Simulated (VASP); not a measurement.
SnO, 4 atoms in the cell. It takes space group C2/m (No. 12, monoclinic). Conventional cell: a = 5.470 Å, b = 5.470 Å, c = 5.067 Å, α = 90.00°, β = 90.00°, γ = 90.00°. Within 2.9 Å of Sn (site symmetry m) lie 4 O at 2.19 to 2.33 Å. Within 2.9 Å of O (site symmetry 2) lie 4 Sn at 2.19 to 2.33 Å and 4 O at 2.71 to 2.76 Å.  This cell differs from its parent crystal: mode 4 (104.6 1/cm) frozen in, largest displacement +0.125 Å.

```yaml
Program: VASP 6.6.1
Task: single point
Functional: PBE
Potentials_or_basis: VASP PAW PBE potentials, release 64 (Sn_d, O)
Cutoff: 520 eV
k_mesh: 10 × 10 × 8
Occupations: gaussian, width 0.05 eV
Spin: no spin polarisation
Dipole_correction: no
Further_INCAR_settings: ALGO = Normal; EDIFF = 1e-06; NBANDS = 28
```

Potentials or basis: VASP PAW PBE potentials, release 64 (Sn_d, O).

Launch:

```bash
$ cat potpaw_PBE.64/Sn_d/POTCAR potpaw_PBE.64/O/POTCAR > POTCAR
$ mpirun -np 1 vasp_std > vasp.out
```

Hardware: 1 thread of AMD EPYC 7R13, on a shared host.

**Question.** Estimate the wall time of this run.

**Answer.** It took 12 min on 1 thread of AMD EPYC 7R13, with other jobs on the host, peak memory 0.44 GiB. Counts: scf iterations 14, k points 227.
